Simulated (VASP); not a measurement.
# CaI (P-6m2) in VASP: notebook

The runs below take CaI through relaxation of cell and atoms, with PBEsol.

All numbers are computed with VASP 6.6.1; they aren't measurements. Logs are shortened: lines on timing, memory, paths and dates and some standing lists are left out, and cuts for length are marked.

### Step 1. The cell of the first run

The structure is hexagonal, space group P-6m2 (No. 187). The conventional cell has a = 4.147 Å, b = 4.147 Å, c = 4.576 Å, α = 90.00°, β = 90.00°, γ = 120.00°. Within 4.4 Å of I (site symmetry -6m2) lie 6 Ca at 3.31 Å and 6 I at 4.15 Å. Within 4.4 Å of Ca (site symmetry -6m2) lie 6 I at 3.31 Å and 6 Ca at 4.15 Å.

### Step 2. Relaxation of cell and atoms, PBEsol

INCAR reads:

```
PREC = Accurate
ENCUT = 600
EDIFF = 1E-6
ISMEAR = -1
SIGMA = 0.05
LREAL = F
LASPH = T
NELM = 60
ALGO = Normal
ISIF = 3
LWAVE = F
LCHARG = F
GGA = PS
IBRION = 2
NSW = 60
EDIFFG = -0.01
```

KPOINTS reads:

```
Automatic mesh
0
Gamma
  7 7 6
```

POSCAR reads:

```
CaI
1.0
    4.1468204634      0.0000000000      0.0000000000
   -2.0734102317      3.5912518662      0.0000000000
    0.0000000000      0.0000000000      4.5762290000
I Ca
1 1
Direct
    0.6666666667      0.3333333333      0.0000000000
    0.0000000000      0.0000000000      0.5000000000
```

Potentials or basis: VASP PAW PBE potentials, release 64 (I, Ca_sv).

On the command line:

```console
$ cat potpaw_PBE.64/I/POTCAR potpaw_PBE.64/Ca_sv/POTCAR > POTCAR
$ mpirun -np 1 vasp_std > vasp.out
```

OUTCAR:

```text
PREC = Accurate
   ENCUT = 600
   EDIFF = 1E-6
   ISMEAR = -1
   LREAL = F
   LASPH = T
   NELM = 60
   ISIF = 3
   GGA = PS
   IBRION = 2
   NSW = 60
   EDIFFG = -0.01

 ion  position               nearest neighbor table
   1  0.667  0.333  0.000-   2 3.31   2 3.31   2 3.31   2 3.31   2 3.31   2 3.31
   2  0.000  0.000  0.500-   1 3.31   1 3.31   1 3.31   1 3.31   1 3.31   1 3.31

  LATTYP: Found a hexagonal cell.
 ALAT       =     4.1468204634
 C/A-ratio  =     1.1035512727

  Lattice vectors:

 A1 = (   4.1468204634,   0.0000000000,   0.0000000000)
 A2 = (  -2.0734102317,   3.5912518662,   0.0000000000)
 A3 = (   0.0000000000,   0.0000000000,   4.5762290000)

Analysis of symmetry for initial positions (statically):
=====================================================================
 Subroutine PRICEL returns:
 Original cell was already a primitive cell.

 Routine SETGRP: Setting up the symmetry group for a
 hexagonal supercell.

 Subroutine GETGRP returns: Found 12 space group operations
 (whereof 12 operations were pure point group operations)
 out of a pool of 24 trial point group operations.

The static configuration has the point symmetry D_3h.

Analysis of symmetry for dynamics (positions and initial velocities):
=====================================================================
 Subroutine PRICEL returns:
 Original cell was already a primitive cell.

 Routine SETGRP: Setting up the symmetry group for a
 hexagonal supercell.

 Subroutine GETGRP returns: Found 12 space group operations
 (whereof 12 operations were pure point group operations)
 out of a pool of 24 trial point group operations.

The dynamic configuration has the point symmetry D_3h.

 Subroutine INISYM returns: Found 12 space group operations
 (whereof 12 operations are pure point group operations),
 and found     1 'primitive' translations

----------------------------------------------------------------------------------------

                                     Primitive cell

  volume of cell :      68.1505

  direct lattice vectors                    reciprocal lattice vectors
     4.146820463  0.000000000  0.000000000     0.241148612  0.139227216  0.000000000
    -2.073410232  3.591251866  0.000000000     0.000000000  0.278454432  0.000000000
     0.000000000  0.000000000  4.576229000     0.000000000  0.000000000  0.218520533

  length of vectors
     4.146820463  4.146820463  4.576229000     0.278454432  0.278454432  0.218520533

  position of ions in fractional coordinates (direct lattice)
     0.666666667  0.333333333  0.000000000
     0.000000000  0.000000000  0.500000000

  ion indices of the primitive-cell ions
   primitive index   ion index
                 1           1
                 2           2

----------------------------------------------------------------------------------------

 KPOINTS: Automatic mesh

Automatic generation of k-mesh.
 Grid dimensions read from file:
 generate k-points for:    7    7    6

 Generating k-lattice:

  Cartesian coordinates                     Fractional coordinates (reciprocal lattice)
     0.034449802  0.019889602  0.000000000     0.142857143  0.000000000  0.000000000
     0.000000000  0.039779205  0.000000000     0.000000000  0.142857143  0.000000000
     0.000000000  0.000000000  0.036420089     0.000000000  0.000000000  0.166666667

  Length of vectors
     0.039779205  0.039779205  0.036420089

  Shift w.r.t. Gamma in fractional coordinates (k-lattice)
     0.000000000  0.000000000  0.000000000

 Subroutine IBZKPT returns following result:
 ===========================================

 Found     32 irreducible k-points:

 Following reciprocal coordinates:
            Coordinates               Weight
  0.000000  0.000000  0.000000      1.000000
  0.142857 -0.000000  0.000000      6.000000
  0.285714 -0.000000  0.000000      6.000000
  0.428571  0.000000  0.000000      6.000000
  0.142857  0.142857  0.000000      6.000000
  0.285714  0.142857  0.000000     12.000000
[... 16 lines left out ...]
  0.428571  0.142857  0.333333     12.000000
  0.285714  0.285714  0.333333     12.000000
 [... further k-points ...]
   k-points           NKPTS =     32   k-points in BZ     NKDIM =     32   number of bands    NBANDS=     12
   number of dos      NEDOS =    301   number of ions     NIONS =      2
   total plane-waves  NPLWV =  51840
   dimension x,y,z NGX =    36 NGY =   36 NGZ =   40
   dimension x,y,z NGXF=    72 NGYF=   72 NGZF=   80
   ions per type =               1   1
   NGX,Y,Z   is equivalent  to a cutoff of  14.43, 14.43, 14.53 a.u.
   NGXF,Y,Z  is equivalent  to a cutoff of  28.86, 28.86, 29.06 a.u.
 SYSTEM =  unknown system
   PREC   = accura    normal or accurate (medium, high low for compatibility)
   ISTART =      0    job   : 0-new  1-cont  2-samecut
   ICHARG =      2    charge: 1-file 2-atom 10-const
   ISPIN  =      1    spin polarized calculation?
   LNONCOLLINEAR =      F non collinear calculations
   LSORBIT =      F    spin-orbit coupling
   LASPH  =      T    aspherical Exc in radial PAW
   ENCUT  =  600.0 eV  44.10 Ry    6.64 a.u.   8.28  8.28  9.14*2*pi/ulx,y,z
   NELM   =     60;   NELMIN=  2; NELMDL= -5     # of ELM steps
   EDIFF  = 0.1E-05   stopping-criterion for ELM
   LREAL  =      F    real-space projection
   EDIFFG = -.1E-01   stopping-criterion for IOM
   NSW    =     60    number of steps for IOM
   IBRION =      2    ionic relax: 0-MD 1-quasi-New 2-CG
   NFREE  =      1    steps in history (QN), initial steepest desc. (CG)
   ISIF   =      3    stress and relaxation
   ISYM   =      2    0-nonsym 1-usesym 2-fastsym
   POTIM  = 0.5000    time-step for ionic-motion
   TEBEG  =    0.0;   TEEND  =   0.0 temperature during run
   PSTRESS=    0.0 pullay stress
   NELECT =      17.0000    total number of electrons
   NUPDOWN=      -1.0000    fix difference up-down
   EMIN   =  10.00;   EMAX   =-10.00  energy-range for DOS
   EFERMI =   0.00;   METHOD = LEGACY
   ISMEAR =    -1;   SIGMA  =   0.05  broadening in eV -4-tet -1-fermi 0-gaus
   EFERMI_NEDOS =   21; number of points for ismear=-14 and -15
   IALGO  =     38    algorithm
   IMIX   =      4    mixing-type and parameters
     AMIX     =   0.40;   BMIX     =  1.00
     AMIX_MAG =   1.60;   BMIX_MAG =  1.00
  volume/ion in A,a.u.               =      34.08       229.95
  Fermi-wavevector in a.u.,A,eV,Ry     =   1.030548  1.947453 14.449782  1.062029
  Thomas-Fermi vector in A             =   2.164652
   LORBIT       =      0    0 simple, 1 ext, 2 COOP (PROOUT), +10 PAW based schemes
   GGA     = PS    functional components
   LHFCALC =     F    Hartree Fock is set to
   AEXX    =    0.0000 exact exchange contribution
   IVDW    =     0    specifies the selected vdW correction
   LEPSILON=     F    determine dielectric tensor
   LRPA    =     F    only Hartree local field effects (RPA)
 conjugate gradient relaxation of ions
 non-spin polarized calculation
  energy-cutoff  :      600.00
  volume of cell :       68.15
 maximum number of plane-waves:      2288
 NGX is ok and might be reduce to    36
   NGX = 17   NGY = 17   NGZ = 19

--------------------------------------- Ionic step        1  -------------------------------------------

 number of electron      17.0000002 magnetization

 Free energy of the ion-electron system (eV)
  ---------------------------------------------------
  ext. energy  EPLUGINS =         0.00000000
  ---------------------------------------------------
  free energy    TOTEN  =        -5.95166698 eV

  energy without entropy =       -5.93063128  energy(sigma->0) =       -5.94114913

 E-fermi :   5.4522     XC(G=0):  -8.8355

 val. band max:        5.4228791455   @ k =   0.2857  -0.0000   0.5000
 cond. band min:       5.5078945296   @ k =   0.2857  -0.0000   0.3333
 fundamental gap:      0.0850153840
 Fermi energy:         5.4522375778

 k-point     1 :       0.0000    0.0000    0.0000
  band No.  band energies     occupation
      1     -36.7534      2.00000
      2     -17.8929      2.00000
      3     -17.7999      2.00000
      4     -17.7999      2.00000
      5      -9.6710      2.00000
      6       0.6716      2.00000
      7       1.8406      2.00000
      8       1.8406      2.00000
      9       3.9838      2.00000
     10       6.0185      0.00002
     11       7.7143      0.00000
     12       7.7149      0.00000

 k-point     2 :       0.1429   -0.0000    0.0000
  band No.  band energies     occupation
      1     -36.7525      2.00000
      2     -17.8907      2.00000
      3     -17.8136      2.00000
      4     -17.8030      2.00000
      5      -9.5845      2.00000
      6       0.6982      2.00000
      7       1.0845      2.00000
      8       1.7379      2.00000
      9       4.3267      2.00000
     10       6.5784      0.00000
     11       7.4067      0.00000
     12       7.8201      0.00000
[... 388 lines left out ...]
 POSITION                                       TOTAL-FORCE (eV/Angst)
 -----------------------------------------------------------------------------------
      2.03558      1.17524      0.00000         0.000000      0.000000      0.000000
     -0.00000     -0.00000      2.25336        -0.000000     -0.000000      0.000000
 -----------------------------------------------------------------------------------
    total drift:                               -0.000000      0.000000      0.000000

  FREE ENERGIE OF THE ION-ELECTRON SYSTEM (eV)
  ---------------------------------------------------
  free  energy   TOTEN  =        -5.9768313000 eV

  energy  without entropy=       -5.9566289919  energy(sigma->0) =       -5.96673015

--------------------------------------- Ionic step        3  -------------------------------------------

 number of electron      16.9999999 magnetization

 Free energy of the ion-electron system (eV)
  ---------------------------------------------------
  ext. energy  EPLUGINS =         0.00000000
  ---------------------------------------------------
  free energy    TOTEN  =        -5.97944970 eV

  energy without entropy =       -5.95957514  energy(sigma->0) =       -5.96951242

 E-fermi :   6.0042     XC(G=0):  -9.1394

 val. band max:        5.9840291778   @ k =   0.2857  -0.0000   0.5000
 cond. band min:       6.0738523802   @ k =   0.2857  -0.0000   0.3333
 fundamental gap:      0.0898232023
 Fermi energy:         6.0042476215

 k-point     1 :       0.0000    0.0000    0.0000
  band No.  band energies     occupation
      1     -35.9537      2.00000
      2     -17.1148      2.00000
      3     -17.0100      2.00000
      4     -17.0100      2.00000
      5      -9.3205      2.00000
      6       1.1505      2.00000
      7       2.4499      2.00000
      8       2.4499      2.00000
      9       4.5844      2.00000
     10       6.7319      0.00000
     11       8.4369      0.00000
     12       8.4369      0.00000

 k-point     2 :       0.1429   -0.0000    0.0000
  band No.  band energies     occupation
      1     -35.9524      2.00000
      2     -17.1115      2.00000
      3     -17.0293      2.00000
      4     -17.0142      2.00000
      5      -9.2148      2.00000
      6       1.1737      2.00000
      7       1.6108      2.00000
      8       2.3359      2.00000
      9       4.9013      2.00000
     10       7.3579      0.00000
     11       8.1142      0.00000
     12       8.5256      0.00000
[... 352 lines left out ...]
 POSITION                                       TOTAL-FORCE (eV/Angst)
 -----------------------------------------------------------------------------------
      2.02027      1.16640      0.00000         0.000000     -0.000000      0.000000
     -0.00000     -0.00000      2.23930        -0.000000      0.000000      0.000000
 -----------------------------------------------------------------------------------
    total drift:                               -0.000000      0.000000      0.000000

  FREE ENERGIE OF THE ION-ELECTRON SYSTEM (eV)
  ---------------------------------------------------
  free  energy   TOTEN  =        -5.9794497046 eV

  energy  without entropy=       -5.9595751361  energy(sigma->0) =       -5.96951242

 reached required accuracy - stopping structural energy minimisation
```

Run time: 58 s. Hardware: 1 thread of Intel Xeon Platinum 8488C (Sapphire Rapids), shared host; peak memory 0.24 GiB.

Results:

```yaml
Free_energy: -5.9794 eV
Relaxed_volume: 31.66 Å³/atom
Relaxed_cell: a = 4.041 Å, b = 4.041 Å, c = 4.479 Å, α = 90.00°, β = 90.00°, γ = 120.00°
Space_group_after_relaxing_to_0.05_Å: P-6m2 (No. 187)
Energy_gained_by_relaxing: 13.9 meV/atom
Ionic_steps: 3
Pressure_after_relaxing: 0.0 GPa
```

The path:
```
step  energy change (eV)  largest force (eV/Å)  pressure (GPa)  volume (Å³)
   1              0.0000                0.0000           -1.68        68.15
   2             -0.0252                0.0000           -0.57        64.69
   3             -0.0278                0.0000           -0.03        63.32
```

Final structure:
```
I Ca
1.0
     4.04053    0.00000    0.00000
    -2.02027    3.49920    0.00000
     0.00000    0.00000    4.47860
I Ca
1 1
Direct
  0.66667 0.33333 0.00000
  0.00000 0.00000 0.50000
```

Caveat: the PAW data sets were made with another functional, which shifts forces and pressure a little; spin-orbit coupling is left out, which moves the levels of the heavy elements; an odd number of electrons without spin polarisation forces a metal; a magnetic or distorted state may lie lower.

### Step 3. Relaxation of cell and atoms, PBEsol, target pressure 2 GPa, at which the enthalpy is minimised

INCAR reads:

```
PREC = Accurate
ENCUT = 600
EDIFF = 1E-6
ISMEAR = -1
SIGMA = 0.05
LREAL = False
LASPH = True
NELM = 100
ALGO = Normal
ISIF = 3
LWAVE = False
LCHARG = False
GGA = PS
IBRION = 2
NSW = 60
EDIFFG = -0.01
PSTRESS = 20.0
```

KPOINTS is that of step 2.

POSCAR is that of step 2.

Potentials or basis: VASP PAW PBE potentials, release 64 (I, Ca_sv).

On the command line:

```console
$ cat potpaw_PBE.64/I/POTCAR potpaw_PBE.64/Ca_sv/POTCAR > POTCAR
$ mpirun -np 1 vasp_std > vasp.out
```

Run time: 97 s. Hardware: 1 thread of Intel Xeon Platinum 8488C (Sapphire Rapids), shared host; peak memory 0.24 GiB.

Results (log left out):

* Free energy: -5.9574 eV
* Relaxed volume: 29.72 Å³/atom
* Relaxed cell: a = 3.964 Å, b = 3.964 Å, c = 4.369 Å, α = 90.00°, β = 90.00°, γ = 120.00°
* Space group after relaxing (to 0.05 Å): P-6m2 (No. 187)
* Energy change on relaxing (the enthalpy is what falls): -2.9 meV/atom
* Ionic steps: 7
* Pressure after relaxing: 2.0 GPa

Step by step:
| step | energy change (eV) | largest force (eV/Å) | pressure (GPa) | volume (Å³) |
| --- | --- | --- | --- | --- |
| 1 | 0.0000 | 0.0000 | -1.68 | 68.15 |
| 2 | -0.0184 | 0.0000 | 1.24 | 60.72 |
| 3 | -0.0062 | 0.0000 | 1.96 | 59.49 |
| 4 | -0.0041 | 0.0000 | 2.06 | 59.32 |
| 5 | -0.0054 | 0.0000 | 2.00 | 59.42 |
| 6 | -0.0065 | 0.0000 | 1.94 | 59.51 |
| 7 | -0.0057 | 0.0000 | 1.98 | 59.44 |

Final structure:
```
I Ca
1.0
     3.96371    0.00000    0.00000
    -1.98185    3.43267    0.00000
     0.00000    0.00000    4.36898
I Ca
1 1
Direct
  0.66667 0.33333 0.00000
  0.00000 0.00000 0.50000
```

Levels at points of the mesh, in eV from the Fermi level:
```
           k point  band 7  band 8  band 9  band 10  band 11  band 12
(0.00, 0.00, 0.00)   -3.55   -3.55   -1.37     0.86     2.58     2.58
(0.00, 0.00, 0.50)   -3.40   -3.40    1.61     1.61     1.77     2.41
```

Caveat: the cell is relaxed towards a set pressure, so the enthalpy falls and the energy may rise; the PAW data sets were made with another functional, which shifts forces and pressure a little; spin-orbit coupling is left out, which moves the levels of the heavy elements; an odd number of electrons without spin polarisation forces a metal; a magnetic or distorted state may lie lower.

### Step 4. Relaxation of cell and atoms, PBEsol, target pressure 5 GPa, at which the enthalpy is minimised

INCAR reads:

```
SYSTEM = CaI
PREC = Accurate
ENCUT = 600
EDIFF = 1E-6
ISMEAR = -1
SIGMA = 0.05
LREAL = .FALSE.
LASPH = .TRUE.
NELM = 60
ALGO = Normal
ISIF = 3
LWAVE = .FALSE.
LCHARG = .FALSE.
GGA = PS
IBRION = 2
NSW = 60
EDIFFG = -0.01
PSTRESS = 50.0
```

KPOINTS reads:

```
regular mesh
0
G
  7 7 6
  0 0 0
```

POSCAR is that of step 3.

On the command line:

```console
$ cat potpaw_PBE.64/I/POTCAR potpaw_PBE.64/Ca_sv/POTCAR > POTCAR
$ mpirun -np 1 vasp_std > vasp.out
```

Wall time 1.9 min (1 thread of Intel Xeon Platinum 8488C (Sapphire Rapids), shared host); peak memory 0.24 GiB.

The run converged. Its results:

| Quantity | Value |
| --- | --- |
| Free energy | -5.8729 eV |
| Relaxed volume | 27.73 Å³/atom |
| Relaxed cell | a = 3.876 Å, b = 3.876 Å, c = 4.263 Å, α = 90.00°, β = 90.00°, γ = 120.00° |
| Space group after relaxing (to 0.05 Å) | P-6m2 (No. 187) |
| Energy change on relaxing (the enthalpy is what falls) | +39.4 meV/atom |
| Ionic steps | 7 |
| Pressure after relaxing | 5.0 GPa |

Step by step:
```tsv
step	energy change (eV)	largest force (eV/Å)	pressure (GPa)	volume (Å³)
1	0.0000	0.0000	-1.68	68.15
2	0.0915	0.0000	5.38	55.08
3	0.0786	0.0000	5.01	55.47
4	0.0713	0.0000	4.79	55.71
5	0.0716	0.0000	4.81	55.70
6	0.0723	0.0000	4.83	55.67
7	0.0788	0.0000	5.02	55.46
```

Final structure:
```xyz
2
Lattice="3.8757 0.0000 0.0000 -1.9378 3.3564 0.0000 0.0000 0.0000 4.2634" Properties=species:S:1:pos:R:3 pbc="T T T"
I     1.9378    1.1188    0.0000
Ca    0.0000    0.0000    2.1317
```

Levels at points of the mesh, in eV from the Fermi level:
```csv
k point,band 7,band 8,band 9,band 10,band 11,band 12
"(0.00, 0.00, 0.00)",-3.50,-3.50,-1.35,1.10,2.75,2.75
"(0.00, 0.00, 0.50)",-3.33,-3.33,1.66,1.66,1.95,2.50
```

Caveat: the cell is relaxed towards a set pressure, so the enthalpy falls and the energy may rise; the volume moved by over 15 % at a fixed basis, so the end points are rough; the PAW data sets were made with another functional, which shifts forces and pressure a little; spin-orbit coupling is left out, which moves the levels of the heavy elements; an odd number of electrons without spin polarisation forces a metal; a magnetic or distorted state may lie lower.

### Step 5. Overview

```tsv
cell	gap on the mesh (eV)	pressure (GPa)
relaxed	none	0.0
relaxed to 2 GPa	none	2.0
relaxed to 5 GPa	none	5.0
```

Alike in all rows: task relaxation of cell and atoms; level PBEsol; potentials or basis VASP PAW PBE potentials, release 64 (I, Ca_sv); no spin polarisation; k mesh 7 × 7 × 6; cutoff (eV) 600; smearing fermi-dirac 0.05 eV.

Caveats: the PAW data sets were made with another functional, which shifts forces and pressure a little; spin-orbit coupling is left out, which moves the levels of the heavy elements; an odd number of electrons without spin polarisation forces a metal; a magnetic or distorted state may lie lower; the cell is relaxed towards a set pressure, so the enthalpy falls and the energy may rise (some runs); the volume moved by over 15 % at a fixed basis, so the end points are rough (some runs).

Absolute energies hang on the potentials; compare differences alone.
